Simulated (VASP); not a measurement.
# LiV16 (a cell with a defect) in VASP: single point with PBE

Aim: the single point of LiV16 (a cell with a defect) with PBE.

All numbers are computed with VASP 6.6.1; they aren't measurements. Logs are shortened: lines on timing, memory, paths and dates and some standing lists are left out, and cuts for length are marked.

**1. The cell of the first run**

The cell holds a defect, 17 atoms: a = 6.040 Å, b = 6.040 Å, c = 6.040 Å, α = 90.00°, β = 90.00°, γ = 90.00°.

**2. Single point, PBE**

Contents of INCAR:

```
ALGO     = Normal         # electronic algorithm
EDIFF    = 1E-7           # SCF threshold, eV
ENCUT    = 520            # plane-wave cutoff, eV
GGA      = PE             # functional
ISIF     = 2              # what is computed and relaxed
ISMEAR   = 0              # smearing method
LASPH    = True           # aspherical terms in the spheres
LCHARG   = False          # write CHGCAR
LREAL    = Auto         
LWAVE    = False          # write WAVECAR
NBANDS   = 120            # bands
NELM     = 80             # most SCF steps
PREC     = Accurate       # precision mode
SIGMA    = 0.1            # smearing width, eV
```

Contents of KPOINTS:

```
k-points
0
Gamma
  3 3 3
```

Contents of POSCAR:

```
LiV16
1.0
    6.0400000000      0.0000000000      0.0000000000
    0.0000000000      6.0400000000      0.0000000000
    0.0000000000      0.0000000000      6.0400000000
V Li
16 1
Direct
    0.0161501656      0.0090273179     -0.0084882450
    0.5050902318     -0.0030475166      0.0154071192
    0.0161556291      0.4909907285     -0.0086092715
   -0.0080783113     -0.0030495033      0.5024135762
    0.2428117550      0.2500408940      0.2600726821
    0.5049238411      0.5029814570      0.0154134106
    0.4754009934      0.0487062914      0.5312985099
    0.7487481788      0.2499119205      0.2583081126
   -0.0082935430      0.5032233444      0.5022293046
    0.2396649007      0.7499155629      0.2510860927
    0.2361399007      0.2500698675      0.7709829470
    0.4753951987      0.4517529801      0.5308981788
    0.8229486755      0.7499251656      0.1839874172
    0.7469862583      0.2501261589      0.7644253311
    0.2614771523      0.7500296358      0.7457927152
    0.7567599338      0.7501238411      0.7686991722
    0.5967804636      0.7504236755      0.4131418874
```

Potentials or basis: VASP PAW PBE potentials, release 64 (V_sv, Li_sv).

Started as:

```bash
cat potpaw_PBE.64/V_sv/POTCAR potpaw_PBE.64/Li_sv/POTCAR > POTCAR
mpirun -np 1 vasp_std > vasp.out
```

OUTCAR:

```text
EDIFF = 1E-7
   ENCUT = 520
   GGA = PE
   ISIF = 2
   ISMEAR = 0
   LASPH = True
   LREAL = Auto
   NELM = 80
   PREC = Accurate

 ion  position               nearest neighbor table
   1  0.016  0.009  0.992-  13 2.27  11 2.38   5 2.57  14 2.58  16 2.59  10 2.59  15 2.62   8 2.71
                             3 2.91
   2  0.505  0.997  0.015-   8 2.58  16 2.60  14 2.60  10 2.61  13 2.64   5 2.65  15 2.65  11 2.68

   3  0.016  0.491  0.991-  13 2.27  11 2.38   5 2.57  14 2.58  16 2.59  10 2.59  15 2.62   8 2.71
                             1 2.91
   4  0.992  0.997  0.502-   8 2.58  10 2.60   5 2.60  16 2.61  13 2.64  14 2.65  15 2.65  11 2.67

   5  0.243  0.250  0.260-  12 2.48   7 2.48   1 2.57   3 2.57   4 2.60   9 2.60   6 2.65   2 2.65

   6  0.505  0.503  0.015-   8 2.58  16 2.60  14 2.60  10 2.61  13 2.64   5 2.65  15 2.65  11 2.67
[... 11 lines left out ...]
  12  0.475  0.452  0.531-  17 2.07  11 2.38   7 2.43   5 2.48  14 2.48  15 2.57   8 2.63  10 2.85
                            16 2.86
  13  0.823  0.750  0.184-  17 1.94   3 2.27   1 2.27  16 2.54  10 2.55   2 2.64   6 2.64   9 2.64
                             4 2.64
  14  0.747  0.250  0.764-   7 2.48  12 2.48   3 2.58   1 2.58   6 2.60   2 2.60   9 2.65   4 2.65

  15  0.261  0.750  0.746-  12 2.57   7 2.57   3 2.62   1 2.62   4 2.65   6 2.65   2 2.65   9 2.65

  16  0.757  0.750  0.769-  17 2.35  13 2.54   1 2.59   3 2.59   2 2.60   6 2.60   4 2.61   9 2.61
                             7 2.86  12 2.86
  17  0.597  0.750  0.413-  13 1.94   7 2.07  12 2.07  16 2.35  10 2.37

  LATTYP: Found a simple cubic cell.
 ALAT       =     6.0400000000

  Lattice vectors:

 A1 = (   6.0400000000,   0.0000000000,   0.0000000000)
 A2 = (   0.0000000000,   6.0400000000,   0.0000000000)
 A3 = (   0.0000000000,   0.0000000000,   6.0400000000)

Analysis of symmetry for initial positions (statically):
=====================================================================
 Subroutine PRICEL returns:
 Original cell was already a primitive cell.

 Routine SETGRP: Setting up the symmetry group for a
 simple cubic supercell.

 Subroutine GETGRP returns: Found  1 space group operations
 (whereof  1 operations were pure point group operations)
 out of a pool of 48 trial point group operations.

The static configuration has the point symmetry C_1 .

Analysis of symmetry for dynamics (positions and initial velocities):
=====================================================================
 Subroutine PRICEL returns:
 Original cell was already a primitive cell.

 Routine SETGRP: Setting up the symmetry group for a
 simple cubic supercell.

 Subroutine GETGRP returns: Found  1 space group operations
 (whereof  1 operations were pure point group operations)
 out of a pool of 48 trial point group operations.

The dynamic configuration has the point symmetry C_1 .

 Subroutine INISYM returns: Found  1 space group operations
 (whereof  1 operations are pure point group operations),
 and found     1 'primitive' translations

----------------------------------------------------------------------------------------

                                     Primitive cell

  volume of cell :     220.3489

  direct lattice vectors                    reciprocal lattice vectors
     6.040000000  0.000000000  0.000000000     0.165562914  0.000000000  0.000000000
     0.000000000  6.040000000  0.000000000     0.000000000  0.165562914  0.000000000
     0.000000000  0.000000000  6.040000000     0.000000000  0.000000000  0.165562914

  length of vectors
     6.040000000  6.040000000  6.040000000     0.165562914  0.165562914  0.165562914

  position of ions in fractional coordinates (direct lattice)
     0.016150166  0.009027318  0.991511755
     0.505090232  0.996952483  0.015407119
     0.016155629  0.490990729  0.991390729
     0.991921689  0.996950497  0.502413576
     0.242811755  0.250040894  0.260072682
     0.504923841  0.502981457  0.015413411
[... 9 lines left out ...]
     0.756759934  0.750123841  0.768699172
     0.596780464  0.750423676  0.413141887

  ion indices of the primitive-cell ions
   primitive index   ion index
                 1           1
                 2           2
                 3           3
                 4           4
                 5           5
                 6           6
[... 9 lines left out ...]
                16          16
                17          17

----------------------------------------------------------------------------------------

 KPOINTS: k-points

Automatic generation of k-mesh.
 Grid dimensions read from file:
 generate k-points for:    3    3    3

 Generating k-lattice:

  Cartesian coordinates                     Fractional coordinates (reciprocal lattice)
     0.055187638  0.000000000  0.000000000     0.333333333  0.000000000  0.000000000
     0.000000000  0.055187638  0.000000000     0.000000000  0.333333333  0.000000000
     0.000000000  0.000000000  0.055187638     0.000000000  0.000000000  0.333333333

  Length of vectors
     0.055187638  0.055187638  0.055187638

  Shift w.r.t. Gamma in fractional coordinates (k-lattice)
     0.000000000  0.000000000  0.000000000

 Subroutine IBZKPT returns following result:
 ===========================================

 Found     14 irreducible k-points:

 Following reciprocal coordinates:
            Coordinates               Weight
  0.000000  0.000000  0.000000      1.000000
  0.333333  0.000000  0.000000      2.000000
  0.000000  0.333333  0.000000      2.000000
  0.000000  0.000000  0.333333      2.000000
  0.333333  0.333333  0.000000      2.000000
  0.000000  0.333333  0.333333      2.000000
  0.333333  0.000000  0.333333      2.000000
 -0.333333  0.333333  0.000000      2.000000
 -0.333333  0.000000  0.333333      2.000000
  0.000000 -0.333333  0.333333      2.000000
  0.333333  0.333333  0.333333      2.000000
 -0.333333  0.333333  0.333333      2.000000
 -0.333333 -0.333333  0.333333      2.000000
  0.333333 -0.333333  0.333333      2.000000
   k-points           NKPTS =     14   k-points in BZ     NKDIM =     14   number of bands    NBANDS=    120
   number of dos      NEDOS =    301   number of ions     NIONS =     17
   total plane-waves  NPLWV = 110592
   dimension x,y,z NGX =    48 NGY =   48 NGZ =   48
   dimension x,y,z NGXF=    96 NGYF=   96 NGZF=   96
   ions per type =              16   1
   NGX,Y,Z   is equivalent  to a cutoff of  13.21, 13.21, 13.21 a.u.
   NGXF,Y,Z  is equivalent  to a cutoff of  26.42, 26.42, 26.42 a.u.
 SYSTEM =  unknown system
   PREC   = accura    normal or accurate (medium, high low for compatibility)
   ISTART =      0    job   : 0-new  1-cont  2-samecut
   ICHARG =      2    charge: 1-file 2-atom 10-const
   ISPIN  =      1    spin polarized calculation?
   LNONCOLLINEAR =      F non collinear calculations
   LSORBIT =      F    spin-orbit coupling
   LASPH  =      T    aspherical Exc in radial PAW
   ENCUT  =  520.0 eV  38.22 Ry    6.18 a.u.  11.23 11.23 11.23*2*pi/ulx,y,z
   NELM   =     80;   NELMIN=  2; NELMDL= -5     # of ELM steps
   EDIFF  = 0.1E-06   stopping-criterion for ELM
   LREAL  =      T    real-space projection
   EDIFFG = 0.1E-05   stopping-criterion for IOM
   NSW    =      0    number of steps for IOM
   IBRION =     -1    ionic relax: 0-MD 1-quasi-New 2-CG
   NFREE  =      0    steps in history (QN), initial steepest desc. (CG)
   ISIF   =      2    stress and relaxation
   ISYM   =      2    0-nonsym 1-usesym 2-fastsym
   POTIM  = 0.5000    time-step for ionic-motion
   TEBEG  =    0.0;   TEEND  =   0.0 temperature during run
   PSTRESS=    0.0 pullay stress
   NELECT =     211.0000    total number of electrons
   NUPDOWN=      -1.0000    fix difference up-down
   EMIN   =  10.00;   EMAX   =-10.00  energy-range for DOS
   EFERMI =   0.00;   METHOD = LEGACY
   ISMEAR =     0;   SIGMA  =   0.10  broadening in eV -4-tet -1-fermi 0-gaus
   EFERMI_NEDOS =   21; number of points for ismear=-14 and -15
   IALGO  =     38    algorithm
   IMIX   =      4    mixing-type and parameters
     AMIX     =   0.40;   BMIX     =  1.00
     AMIX_MAG =   1.60;   BMIX_MAG =  1.00
  volume/ion in A,a.u.               =      12.96        87.47
  Fermi-wavevector in a.u.,A,eV,Ry     =   1.613610  3.049282 35.426018  2.603739
  Thomas-Fermi vector in A             =   2.708652
   LORBIT       =      0    0 simple, 1 ext, 2 COOP (PROOUT), +10 PAW based schemes
   GGA     = PE    functional components
   LHFCALC =     F    Hartree Fock is set to
   AEXX    =    0.0000 exact exchange contribution
   IVDW    =     0    specifies the selected vdW correction
   LEPSILON=     F    determine dielectric tensor
   LRPA    =     F    only Hartree local field effects (RPA)
 non-spin polarized calculation
 Gauss-broadening in eV      SIGMA  =   0.10
  energy-cutoff  :      520.00
  volume of cell :      220.35
 maximum number of plane-waves:      6031
 NGX is ok and might be reduce to    48
   NGX = 23   NGY = 23   NGZ = 23

 number of electron     210.9999986 magnetization

 Free energy of the ion-electron system (eV)
  ---------------------------------------------------
  ext. energy  EPLUGINS =         0.00000000
  ---------------------------------------------------
  free energy    TOTEN  =      -141.76313062 eV

  energy without entropy =     -141.64264039  energy(sigma->0) =     -141.70288550

 E-fermi :   9.7657     XC(G=0): -12.8535

 val. band max:        9.7465032217   @ k =   0.0000   0.3333   0.0000
 cond. band min:       9.7679297340   @ k =  -0.3333  -0.3333   0.3333
 fundamental gap:      0.0214265122
 Fermi energy:         9.7656786777

 k-point     1 :       0.0000    0.0000    0.0000
  band No.  band energies     occupation
      1     -54.0675      2.00000
      2     -53.9616      2.00000
      3     -53.9088      2.00000
      4     -53.9044      2.00000
      5     -53.8984      2.00000
      6     -53.8950      2.00000
[... 1669 lines left out ...]
    116      11.0454      0.00000
    117      11.3422      0.00000
 [bands above 117 left out]

------------------------ aborting loop because EDIFF is reached ----------------------------------------

  FORCE on cell =-STRESS in cart. coord.  units (eV):
  Direction    XX          YY          ZZ          XY          YZ          ZX
  --------------------------------------------------------------------------------------
  -------------------------------------------------------------------------------------
  Total        9.7923020      9.7663692      9.7447432     -0.0072198      0.0016903     -0.7540198
  in kB       71.2007497     71.0121895     70.8549453     -0.0524959      0.0122904     -5.4825491
  external PRESSURE =      71.0226282 kB  Pullay stress =       0.0000000 kB

 VOLUME and BASIS-vectors are now :
 -----------------------------------------------------------------------------
  energy-cutoff  :      520.00
  volume of cell :      220.35
      direct lattice vectors                 reciprocal lattice vectors
     6.040000000  0.000000000  0.000000000     0.165562914  0.000000000  0.000000000
     0.000000000  6.040000000  0.000000000     0.000000000  0.165562914  0.000000000
     0.000000000  0.000000000  6.040000000     0.000000000  0.000000000  0.165562914

 POSITION                                       TOTAL-FORCE (eV/Angst)
 -----------------------------------------------------------------------------------
      0.09755      0.05453      5.98873         0.015930      0.028458     -0.015885
      3.05075      6.02159      0.09306        -0.007446     -0.001554      0.003142
      0.09758      2.96558      5.98800         0.014033     -0.031066     -0.014543
      5.99121      6.02158      3.03458        -0.002437     -0.002843      0.009698
      1.46658      1.51025      1.57084        -0.010561     -0.002257     -0.015205
      3.04974      3.03801      0.09310        -0.001049      0.010098      0.005553
[... 9 lines left out ...]
      4.57083      4.53075      4.64294        -0.002085     -0.002232     -0.022312
      3.60455      4.53256      2.49538        -0.004447      0.000385     -0.006635
 -----------------------------------------------------------------------------------
    total drift:                               -0.016727      0.003304     -0.011474

  FREE ENERGIE OF THE ION-ELECTRON SYSTEM (eV)
  ---------------------------------------------------
  free  energy   TOTEN  =      -141.7631306155 eV

  energy  without entropy=     -141.6426403890  energy(sigma->0) =     -141.70288550
```

Run time: 22 min. Hardware: 1 thread of Intel Xeon Platinum 8488C (Sapphire Rapids), shared host; peak memory 0.45 GiB.

What came out:

```yaml
Free_energy: -141.7631 eV
Largest_force: 0.050 eV/Å
Band_gap_on_the_k_mesh: zero (an odd number of electrons rules out a gap without spin polarisation)
```

Forces on the atoms (eV/Å):
```
V    0.016  0.028 -0.016
V   -0.007 -0.002  0.003
V    0.014 -0.031 -0.015
V   -0.002 -0.003  0.010
V   -0.011 -0.002 -0.015
V   -0.001  0.010  0.006
V    0.004 -0.023 -0.002
V    0.014  0.003 -0.005
V    0.003  0.000  0.017
V    0.021  0.003 -0.005
V   -0.021  0.001  0.009
V    0.004  0.019  0.001
V   -0.036  0.000  0.035
V    0.015 -0.003 -0.002
V   -0.006  0.002  0.009
V   -0.002 -0.002 -0.022
Li  -0.004  0.000 -0.007
```

Caveat: the cutoff is under 1.25 times the usual one of these potentials, so pressure, stress and relaxed cells hold a basis-set (Pulay) error; atoms lie so close that the PAW spheres overlap strongly, which falsifies energies and pressures.

The gap in the log of VASP goes by the Fermi energy; the results here count the filled bands.